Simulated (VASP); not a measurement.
# BN (F-43m) in VASP: further runs

BN is run at these levels: r2SCAN; tasks: single point.

Everything below comes from runs of VASP 6.6.1. Logs are shortened: lines on timing, memory, paths and dates and some standing lists are left out, and cuts for length are marked.

## 1. The cell of the first run

It takes space group F-43m (No. 216, cubic). Conventional cell: a = 3.610 Å, b = 3.610 Å, c = 3.610 Å, α = 90.00°, β = 90.00°, γ = 90.00°. B (site symmetry -43m) has 4 N at 1.56 Å within 2.1 Å. Within 2.1 Å of N (site symmetry -43m) lie 4 B at 1.56 Å.

## 2. Single point, r2SCAN

POSCAR reads:

```
BN
1.0
    3.6096275117      0.0000000000      0.0000000000
    0.0000000000     -3.6096275117      0.0000000000
    0.0000000000      0.0000000000     -3.6096275117
B N
4 4
Direct
    0.0000000000      0.0000000000      0.0000000000
    0.5000000000      0.5000000000      0.0000000000
    0.5000000000      0.0000000000      0.5000000000
    0.0000000000      0.5000000000      0.5000000000
    0.7500000000      0.7500000000      0.7500000000
    0.2500000000      0.2500000000      0.7500000000
    0.2500000000      0.7500000000      0.2500000000
    0.7500000000      0.2500000000      0.2500000000
```

INCAR.step1 reads:

```
SYSTEM = BN
PREC     = Accurate       ! precision mode
ENCUT    = 520            ! plane-wave cutoff, eV
ISMEAR   = 0              ! smearing method
SIGMA    = 0.05           ! smearing width, eV
LREAL    = .FALSE.        ! projectors in reciprocal space
LASPH    = .TRUE.         ! aspherical terms in the spheres
NELM     = 80             ! most SCF steps
NBANDS   = 26             ! bands
GGA      = PE             ! functional
ALGO     = Normal         ! electronic algorithm
EDIFF    = 1E-4           ! SCF threshold, eV
LWAVE    = .TRUE.         ! write WAVECAR
LCHARG   = .FALSE.        ! write CHGCAR
```

INCAR.step2 reads:

```
SYSTEM = BN
PREC     = Accurate       ! precision mode
ENCUT    = 520            ! plane-wave cutoff, eV
EDIFF    = 1E-7           ! SCF threshold, eV
ISMEAR   = 0              ! smearing method
SIGMA    = 0.05           ! smearing width, eV
LREAL    = .FALSE.        ! projectors in reciprocal space
LASPH    = .TRUE.         ! aspherical terms in the spheres
NELM     = 80             ! most SCF steps
ALGO     = Normal         ! electronic algorithm
ISIF     = 2              ! what is computed and relaxed
LWAVE    = .FALSE.        ! write WAVECAR
LCHARG   = .FALSE.        ! write CHGCAR
METAGGA  = R2SCAN         ! meta-GGA
LMIXTAU  = .TRUE.       
NBANDS   = 26             ! bands
ISTART   = 1
```

KPOINTS reads:

```
regular mesh
0
G
  6 6 6
  0 0 0
```

Potentials or basis: VASP PAW PBE potentials, release 64 (B, N).

Started as:

```
cat potpaw_PBE.64/B/POTCAR potpaw_PBE.64/N/POTCAR > POTCAR
cp INCAR.step1 INCAR
mpirun -np 1 vasp_std > vasp.out
cp INCAR.step2 INCAR
mpirun -np 1 vasp_std > vasp.out
```

OUTCAR:

```text
SYSTEM = BN
   PREC = Accurate
   ENCUT = 520
   EDIFF = 1E-7
   ISMEAR = 0
   LREAL = .FALSE.
   LASPH = .TRUE.
   NELM = 80
   ISIF = 2
   METAGGA = R2SCAN
   ISTART = 1

 ion  position               nearest neighbor table
   1  0.000  0.000  0.000-   5 1.56   6 1.56   7 1.56   8 1.56
   2  0.500  0.500  0.000-   5 1.56   6 1.56   7 1.56   8 1.56
   3  0.500  0.000  0.500-   5 1.56   6 1.56   7 1.56   8 1.56
   4  0.000  0.500  0.500-   5 1.56   6 1.56   7 1.56   8 1.56
   5  0.750  0.750  0.750-   1 1.56   2 1.56   3 1.56   4 1.56
   6  0.250  0.250  0.750-   1 1.56   2 1.56   3 1.56   4 1.56
   7  0.250  0.750  0.250-   1 1.56   2 1.56   3 1.56   4 1.56
   8  0.750  0.250  0.250-   1 1.56   2 1.56   3 1.56   4 1.56

  LATTYP: Found a simple cubic cell.
 ALAT       =     3.6096275117

  Lattice vectors:

 A1 = (   3.6096275117,   0.0000000000,   0.0000000000)
 A2 = (   0.0000000000,  -3.6096275117,   0.0000000000)
 A3 = (   0.0000000000,   0.0000000000,  -3.6096275117)

Analysis of symmetry for initial positions (statically):
=====================================================================
 Subroutine PRICEL returns following result:

  LATTYP: Found a face centered cubic cell.
 ALAT       =     3.6096275117

  Lattice vectors:

 A1 = (   1.8048137558,   1.8048137558,   0.0000000000)
 A2 = (   1.8048137558,   0.0000000000,  -1.8048137558)
 A3 = (   0.0000000000,   1.8048137558,  -1.8048137558)

   4 primitive cells build up your supercell.

 Routine SETGRP: Setting up the symmetry group for a
 simple cubic supercell.

 Subroutine GETGRP returns: Found 24 space group operations
 (whereof 24 operations were pure point group operations)
 out of a pool of 48 trial point group operations.

The static configuration has the point symmetry T_d .

Analysis of symmetry for dynamics (positions and initial velocities):
=====================================================================
 Subroutine PRICEL returns following result:

  LATTYP: Found a face centered cubic cell.
 ALAT       =     3.6096275117

  Lattice vectors:

 A1 = (   1.8048137558,   1.8048137558,   0.0000000000)
 A2 = (   1.8048137558,   0.0000000000,  -1.8048137558)
 A3 = (   0.0000000000,   1.8048137558,  -1.8048137558)

   4 primitive cells build up your supercell.

 Routine SETGRP: Setting up the symmetry group for a
[... 103 lines left out ...]
   EDIFFG = 0.1E-05   stopping-criterion for IOM
   NSW    =      0    number of steps for IOM
   IBRION =     -1    ionic relax: 0-MD 1-quasi-New 2-CG
   NFREE  =      0    steps in history (QN), initial steepest desc. (CG)
   ISIF   =      2    stress and relaxation
   ISYM   =      2    0-nonsym 1-usesym 2-fastsym
   POTIM  = 0.5000    time-step for ionic-motion
   TEBEG  =    0.0;   TEEND  =   0.0 temperature during run
   PSTRESS=    0.0 pullay stress
   NELECT =      32.0000    total number of electrons
   NUPDOWN=      -1.0000    fix difference up-down
   EMIN   =  10.00;   EMAX   =-10.00  energy-range for DOS
   EFERMI =   0.00;   METHOD = LEGACY
   ISMEAR =     0;   SIGMA  =   0.05  broadening in eV -4-tet -1-fermi 0-gaus
   EFERMI_NEDOS =   21; number of points for ismear=-14 and -15
   IALGO  =     38    algorithm
   IMIX   =      4    mixing-type and parameters
     AMIX     =   0.40;   BMIX     =  1.00
     AMIX_MAG =   1.60;   BMIX_MAG =  1.00
  volume/ion in A,a.u.               =       5.88        39.67
  Fermi-wavevector in a.u.,A,eV,Ry     =   1.439889  2.720996 28.208703  2.073281
  Thomas-Fermi vector in A             =   2.558695
   LORBIT       =      0    0 simple, 1 ext, 2 COOP (PROOUT), +10 PAW based schemes
   METAGGA = R2SCAN    functional components
   LHFCALC =     F    Hartree Fock is set to
   AEXX    =    0.0000 exact exchange contribution
   IVDW    =     0    specifies the selected vdW correction
   LEPSILON=     F    determine dielectric tensor
   LRPA    =     F    only Hartree local field effects (RPA)
 non-spin polarized calculation
 Gauss-broadening in eV      SIGMA  =   0.05
  energy-cutoff  :      520.00
  volume of cell :       47.03
 maximum number of plane-waves:      1328
 NGX is ok and might be reduce to    28

 number of electron      31.9999998 magnetization

 Free energy of the ion-electron system (eV)
  ---------------------------------------------------
  ext. energy  EPLUGINS =         0.00000000
  ---------------------------------------------------
  free energy    TOTEN  =       -76.68626803 eV

  energy without entropy =      -76.68626803  energy(sigma->0) =      -76.68626803

 E-fermi :   7.5247     XC(G=0): -13.6700

 val. band max:        7.2974312019   @ k =   0.0000   0.0000   0.0000
 cond. band min:      12.2790136657   @ k =   0.0000   0.0000   0.0000
 fundamental gap:      4.9815824638
 Fermi energy:         7.5246551633

 k-point     1 :       0.0000    0.0000    0.0000
  band No.  band energies     occupation
      1     -14.0456      2.00000
      2      -8.3024      2.00000
      3      -8.3024      2.00000
      4      -8.3024      2.00000
      5      -2.0516      2.00000
      6      -2.0516      2.00000
[... 569 lines left out ...]
     25      18.7909      0.00000
     26      18.7909      0.00000

------------------------ aborting loop because EDIFF is reached ----------------------------------------

  FORCE on cell =-STRESS in cart. coord.  units (eV):
  Direction    XX          YY          ZZ          XY          YZ          ZX
  --------------------------------------------------------------------------------------
  -------------------------------------------------------------------------------------
  Total        0.3363591      0.3363591      0.3363591     -0.0000000      0.0000000      0.0000000
  in kB       11.4584696     11.4584696     11.4584696     -0.0000000      0.0000000      0.0000000
  external PRESSURE =      11.4584696 kB  Pullay stress =       0.0000000 kB

 VOLUME and BASIS-vectors are now :
 -----------------------------------------------------------------------------
  energy-cutoff  :      520.00
  volume of cell :       47.03
      direct lattice vectors                 reciprocal lattice vectors
     3.609627512  0.000000000  0.000000000     0.277036896  0.000000000  0.000000000
     0.000000000 -3.609627512  0.000000000     0.000000000 -0.277036896  0.000000000
     0.000000000  0.000000000 -3.609627512     0.000000000  0.000000000 -0.277036896

 POSITION                                       TOTAL-FORCE (eV/Angst)
 -----------------------------------------------------------------------------------
      0.00000      0.00000      0.00000        -0.000000     -0.000000      0.000000
      1.80481     -1.80481      0.00000        -0.000000     -0.000000      0.000000
      1.80481      0.00000     -1.80481        -0.000000     -0.000000      0.000000
      0.00000     -1.80481     -1.80481        -0.000000      0.000000      0.000000
      2.70722     -2.70722     -2.70722        -0.000000     -0.000000     -0.000000
      0.90241     -0.90241     -2.70722         0.000000      0.000000      0.000000
      0.90241     -2.70722     -0.90241         0.000000     -0.000000     -0.000000
      2.70722     -0.90241     -0.90241         0.000000      0.000000     -0.000000
 -----------------------------------------------------------------------------------
    total drift:                                0.000000     -0.000000     -0.000000

  FREE ENERGIE OF THE ION-ELECTRON SYSTEM (eV)
  ---------------------------------------------------
  free  energy   TOTEN  =       -76.6862680281 eV

  energy  without entropy=      -76.6862680281  energy(sigma->0) =      -76.68626803
```

Run time: 45 s. Hardware: 1 thread of Intel Xeon 6975P-C (Granite Rapids), shared host; peak memory 0.16 GiB.

What came out:

- Free energy: -76.6863 eV
- Pressure: 1.1 GPa
- Band gap on the k mesh: 4.98 eV

Levels at points of the mesh, in eV from the valence-band top:
| k point | band 14 | band 15 | band 16 | band 17 | band 18 | band 19 |
| --- | --- | --- | --- | --- | --- | --- |
| (0.00, 0.00, 0.00) | 0.00 | 0.00 | 0.00 | 4.98 | 4.98 | 4.98 |
| (0.50, 0.00, 0.00) | -3.14 | -3.14 | -3.14 | 7.43 | 7.43 | 10.35 |
| (0.50, 0.50, 0.00) | -2.18 | -2.18 | -2.18 | 10.46 | 10.46 | 10.46 |
| (0.50, 0.50, 0.50) | -2.02 | -2.02 | -2.02 | 10.85 | 10.85 | 10.85 |

Caveat: the PAW data sets were made with another functional, which shifts forces and pressure a little. r2SCAN opens gaps a little over a GGA but as a rule still falls short of measured ones.

## 3. Single point, r2SCAN

This run uses another cell than the first one: it holds 2 atoms, not 8.

POSCAR reads:

```
BN
1.0
    0.0000000000      1.8048137541      1.8048137541
    1.8048137541      0.0000000000      1.8048137541
    1.8048137541      1.8048137541      0.0000000000
B N
1 1
Direct
    0.0000000000      0.0000000000      0.0000000000
    0.7500000000      0.7500000000      0.7500000000
```

INCAR.step1 reads:

```
  PREC = Accurate
  ENCUT = 520
  ISMEAR = 0
  SIGMA = 0.02
  LREAL = F
  LASPH = T
  NELM = 80
  NBANDS = 11
  GGA = PE
  ALGO = Normal
  EDIFF = 1E-4
  LWAVE = T
  LCHARG = F
```

INCAR.step2 reads:

```
  PREC = Accurate
  ENCUT = 520
  EDIFF = 1E-6
  ISMEAR = 0
  SIGMA = 0.02
  LREAL = F
  LASPH = T
  NELM = 80
  ALGO = Normal
  ISIF = 2
  LWAVE = F
  LCHARG = F
  METAGGA = R2SCAN
  LMIXTAU = T
  NBANDS = 11
  ISTART = 1
```

KPOINTS reads:

```
regular mesh
0
Gamma
  12 12 12
```

Potentials or basis: VASP PAW PBE potentials, release 64 (B, N).

Started as:

```
cat potpaw_PBE.64/B/POTCAR potpaw_PBE.64/N/POTCAR > POTCAR
cp INCAR.step1 INCAR
mpirun -np 1 vasp_std > vasp.out
cp INCAR.step2 INCAR
mpirun -np 1 vasp_std > vasp.out
```

OUTCAR:

```text
PREC = Accurate
   ENCUT = 520
   EDIFF = 1E-6
   ISMEAR = 0
   LREAL = F
   LASPH = T
   NELM = 80
   ISIF = 2
   METAGGA = R2SCAN
   ISTART = 1

 ion  position               nearest neighbor table
   1  0.000  0.000  0.000-   2 1.56   2 1.56   2 1.56   2 1.56
   2  0.750  0.750  0.750-   1 1.56   1 1.56   1 1.56   1 1.56

  LATTYP: Found a face centered cubic cell.
 ALAT       =     3.6096275082

  Lattice vectors:

 A1 = (   0.0000000000,   1.8048137541,   1.8048137541)
 A2 = (   1.8048137541,   0.0000000000,   1.8048137541)
 A3 = (   1.8048137541,   1.8048137541,   0.0000000000)

Analysis of symmetry for initial positions (statically):
=====================================================================
 Subroutine PRICEL returns:
 Original cell was already a primitive cell.

 Routine SETGRP: Setting up the symmetry group for a
 face centered cubic supercell.

 Subroutine GETGRP returns: Found 24 space group operations
 (whereof 24 operations were pure point group operations)
 out of a pool of 48 trial point group operations.

The static configuration has the point symmetry T_d .

[... 169 lines left out ...]
      1     -14.0457      2.00000
      2       7.2974      2.00000
      3       7.2974      2.00000
      4       7.2974      2.00000
      5      16.8456      0.00000
      6      16.8456      0.00000
      7      16.8456      0.00000
      8      18.4365      0.00000
      9      33.5180      0.00000
     10      36.0960      0.00000
     11      36.0960      0.00000
[... 309 lines left out ...]
 k-point    24 :      -0.4167    0.1667    0.0000
  band No.  band energies     occupation
      1      -9.3495      2.00000
      2      -3.1105      2.00000
      3       2.9832      2.00000
      4       4.6210      2.00000
      5      17.3253      0.00000
      6      20.3700      0.00000
      7      20.4396      0.00000
      8      24.1774      0.00000
      9      29.7138      0.00000
     10      33.9271      0.00000
     11      35.6312      0.00000

 [... further k-points ...]

------------------------ aborting loop because EDIFF is reached ----------------------------------------

  FORCE on cell =-STRESS in cart. coord.  units (eV):
  Direction    XX          YY          ZZ          XY          YZ          ZX
  --------------------------------------------------------------------------------------
  -------------------------------------------------------------------------------------
  Total        0.0846089      0.0846089      0.0846089      0.0000000      0.0000000      0.0000000
  in kB       11.5292117     11.5292117     11.5292117      0.0000000      0.0000000      0.0000000
  external PRESSURE =      11.5292117 kB  Pullay stress =       0.0000000 kB

 VOLUME and BASIS-vectors are now :
 -----------------------------------------------------------------------------
  energy-cutoff  :      520.00
  volume of cell :       11.76
      direct lattice vectors                 reciprocal lattice vectors
     0.000000000  1.804813754  1.804813754    -0.277036896  0.277036896  0.277036896
     1.804813754  0.000000000  1.804813754     0.277036896 -0.277036896  0.277036896
     1.804813754  1.804813754  0.000000000     0.277036896  0.277036896 -0.277036896

 POSITION                                       TOTAL-FORCE (eV/Angst)
 -----------------------------------------------------------------------------------
      0.00000      0.00000      0.00000         0.000000      0.000000      0.000000
      2.70722      2.70722      2.70722        -0.000000     -0.000000     -0.000000
 -----------------------------------------------------------------------------------
    total drift:                               -0.000000     -0.000000     -0.000000

  FREE ENERGIE OF THE ION-ELECTRON SYSTEM (eV)
  ---------------------------------------------------
  free  energy   TOTEN  =       -19.1715619886 eV

  energy  without entropy=      -19.1715619886  energy(sigma->0) =      -19.17156199
```

Run time: 33 s. Hardware: 1 thread of AMD EPYC 7R13 (Zen 3), shared host; peak memory 0.09 GiB.

Results:

* Free energy: -19.1716 eV
* Pressure: 1.2 GPa
* Band gap on the k mesh: 4.98 eV, indirect (least direct gap 9.55 eV)

Caveat: the PAW data sets were made with another functional, which shifts forces and pressure a little. r2SCAN opens gaps a little over a GGA but as a rule still falls short of measured ones.

(Continued in part 2 of 2.)
